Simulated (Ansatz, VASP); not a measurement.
## Two plane-wave programs on BaCaHfZrO6

File INCAR:

```
SYSTEM = BaCaHfZrO6
PREC = Accurate ; ENCUT = 520
EDIFF = 1E-6 ; ISMEAR = 0
SIGMA = 0.05 ; LREAL = .False.
LASPH = .True. ; NELM = 100
ALGO = Normal ; ISIF = 2
LWAVE = .False. ; LCHARG = .False.
GGA = PE ; NBANDS = 50
```

The input KPOINTS:

```
Automatic mesh
0
Gamma
  6 6 6
  0 0 0
```

The input POSCAR:

```
BaCaHfZrO6
1.0
    0.0000000000      4.1840599300      4.1840599300
    4.1840599300      0.0000000000      4.1840599300
    4.1840599300      4.1840599300      0.0000000000
Ba Ca Zr Hf O
1 1 1 1 6
Direct
    0.2500000000      0.2500000000      0.2500000000
    0.7500000000      0.7500000000      0.7500000000
    0.5000000000      0.5000000000      0.5000000000
    0.0000000000      0.0000000000      0.0000000000
    0.7518245300      0.2481754700      0.2481754700
    0.2481754700      0.7518245300      0.7518245300
    0.7518245300      0.7518245300      0.2481754700
    0.2481754700      0.2481754700      0.7518245300
    0.2481754700      0.7518245300      0.2481754700
    0.7518245300      0.2481754700      0.7518245300
```

Input for Ansatz:

```yaml
crystal:
  lattice:
    - [0.0, 4.18405993, 4.18405993]
    - [4.18405993, 0.0, 4.18405993]
    - [4.18405993, 4.18405993, 0.0]
  atoms:
    - { symbol: Ba, position: [0.25, 0.25, 0.25] }
    - { symbol: Ca, position: [0.75, 0.75, 0.75] }
    - { symbol: Zr, position: [0.5, 0.5, 0.5] }
    - { symbol: Hf, position: [0.0, 0.0, 0.0] }
    - { symbol: O, position: [0.75182453, 0.24817547, 0.24817547] }
    - { symbol: O, position: [0.24817547, 0.75182453, 0.75182453] }
    - { symbol: O, position: [0.75182453, 0.75182453, 0.24817547] }
    - { symbol: O, position: [0.24817547, 0.24817547, 0.75182453] }
    - { symbol: O, position: [0.24817547, 0.75182453, 0.24817547] }
    - { symbol: O, position: [0.75182453, 0.24817547, 0.75182453] }
basis:
  ecutwfc: 420
  fft_grid_basis: typed
kpoints:
  mp_grid: { grid: [6, 6, 6] }
hamiltonian:
  xc: pbe
scf:
  occupations: { method: gaussian, width: 0.05 }
  n_extra_bands: 10
output:
  forces: true
  stress: false
  eigenvalues: true
  bader: false
  write_density: false
  volumetric_format: npy
  band_densities:
    - { e_range: [-2.3, -1.69] }
    - { e_range: [1.69, 2.3] }
    - { e_range: [-5.77, -4.4] }
    - { e_range: [-4.4, -3.05] }
    - { e_range: [-5.78, -1.67] }
    - { e_range: [-11.32, -11.22] }
    - { e_range: [-12.26, -11.74] }
  dos:
    e_range: [-30, 8]
    de: 0.02
    method: { smearing: { sigma: 0.03, scheme: gaussian } }
    projected: { site_lists: { Ba: [Ba], Ca: [Ca], Hf: [Hf], O: [O], Zr: [Zr] } }
checkpoint:
  read: start.run
  write: ck
  compress: false
  write_wavefunctions: false
  write_every: 100000
```

Alike in both runs: task single point; functional PBE; k mesh 6 × 6 × 6; occupations gaussian, width 0.05 eV; no spin polarisation.

```csv
,VASP,Ansatz
version,VASP 6.6.1,Ansatz 0.2.0
potentials or method,"VASP PAW PBE potentials, release 64 (Ba_sv, Ca_sv, Zr_sv, Hf_pv, O), cutoff 520 eV","scalar-relativistic, plane waves, PAW"
valence electrons in the cell,78,94
```

|  | VASP | Ansatz | Ansatz less VASP |
| --- | --- | --- | --- |
| gap on the k mesh at the Fermi level (eV) | 3.35 | 3.40 | +0.042 |
| rms of the force components (eV/Å) | 0.098 | 0.172 | +0.0740 |

Atom by atom the forces differ by 0.074 eV/Å (rms over components). VASP's potentials hold 78 valence electrons a cell and Ansatz's 94, so a difference there can come from the potentials and not from the codes.

Spin-orbit coupling is off throughout.
